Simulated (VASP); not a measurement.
**TePb: single point with PBE**

Crystal: TePb.

```
Te Pb
1.0
     0.00000    3.22700    3.22700
     3.22700    0.00000    3.22700
     3.22700    3.22700    0.00000
Te Pb
1 1
Direct
  0.50000 0.50000 0.50000
  0.92253 0.92253 0.07747
```

This cell differs from its parent crystal: all Pb atoms moved -0.500 Å, as atom 2 along Cartesian [0 0 1].

```yaml
Program: VASP 6.6.1
Task: single point
Functional: PBE
Potentials_or_basis: VASP PAW PBE potentials, release 64 (Te, Pb_d)
Cutoff: 520 eV
k_mesh: 8 × 8 × 8
Occupations: gaussian, width 0.05 eV
Spin: no spin polarisation
```

* Pressure: 5.9 GPa
* Largest force: 1.889 eV/Å
* Band gap on the k mesh: 1.30 eV, indirect (least direct gap 1.52 eV)

Forces on the atoms (eV/Å):
```
Te   0.000  0.000 -1.889
Pb   0.000  0.000  1.889
```

Stress tensor (GPa, compression positive):
```
 2.09  0.00  0.00
 0.00  2.09  0.00
 0.00  0.00 13.49
```

Levels at points of the mesh, in eV from the valence-band top:
```tsv
k point	band 6	band 7	band 8	band 9	band 10	band 11	band 12	band 13	band 14	band 15
(0.00, 0.00, 0.00)	-12.22	-5.31	-1.65	-1.11	-1.11	3.20	3.20	4.64	5.89	6.72
(0.50, 0.00, 0.00)	-10.91	-8.29	-1.55	-1.01	-0.30	1.30	1.54	2.41	7.89	9.25
(0.50, 0.50, 0.00)	-10.27	-8.08	-3.61	-2.79	-2.79	3.36	5.68	5.68	7.35	10.06
(0.00, 0.50, 0.50)	-10.66	-7.09	-4.46	-2.67	-2.52	2.29	6.23	6.48	6.72	9.83
```

It took 26 s on 1 thread of Intel(R) Xeon(R) Platinum 8559C (Emerald Rapids), on a shared host, peak memory 0.24 GiB.

Caveat: the cell differs from its parent crystal (all Pb atoms moved -0.500 Å, as atom 2 along Cartesian [0 0 1]); spin-orbit coupling is left out, which moves the levels of the heavy elements; forces of over 1 eV/Å act on the atoms, so gaps and moduli don't describe the material at rest. A k mesh can miss the band edges.
